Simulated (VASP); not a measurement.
Write the native input for VASP 6.6.1 that does the following.

| Quantity | Value |
| --- | --- |
| Task | single point |
| Functional | LDA |
| Potentials or basis | VASP PAW LDA potentials, release 64 (Ga_d, As) |
| Cutoff | 520 eV |
| k mesh | 10 × 10 × 10 |
| Occupations | gaussian, width 0.02 eV |
| Spin | no spin polarisation |
| Dipole correction | no |
| Further INCAR settings | ALGO = Normal; EDIFF = 1e-06; NBANDS = 16 |

The structure of GaAs (qlda) lies in POSCAR:

```
GaAs
1.0
    0.0000000000      2.8015691292      2.8015691292
    2.8015691292      0.0000000000      2.8015691292
    2.8015691292      2.8015691292      0.0000000000
Ga As
1 1
Direct
    0.0000000000      0.0000000000      0.0000000000
    0.7500000000      0.7500000000      0.7500000000
```

The input as run:

INCAR

```
SYSTEM = GaAs
  PREC = Accurate
  ENCUT = 520
  EDIFF = 1E-6
  ISMEAR = 0
  SIGMA = 0.02
  LREAL = .FALSE.
  LASPH = .TRUE.
  NELM = 100
  ALGO = Normal
  ISIF = 2
  LWAVE = .FALSE.
  LCHARG = .FALSE.
  NBANDS = 16
```

KPOINTS

```
regular mesh
0
G
  10 10 10
  0 0 0
```

Potentials or basis: VASP PAW LDA potentials, release 64 (Ga_d, As).

Launch:

```console
$ cat potpaw_LDA.64/Ga_d/POTCAR potpaw_LDA.64/As/POTCAR > POTCAR
$ mpirun -np 1 vasp_std > vasp.out
```

It gave:

```json
{"Pressure": "0.3 GPa", "Band gap on the k mesh": "0.54 eV, direct"}
```

It took 29 s on 1 thread of Intel(R) Xeon(R) Platinum 8259CL CPU @ 2.50GHz (Skylake/Cascade Lake), with other jobs on the host, peak memory 0.17 GiB.
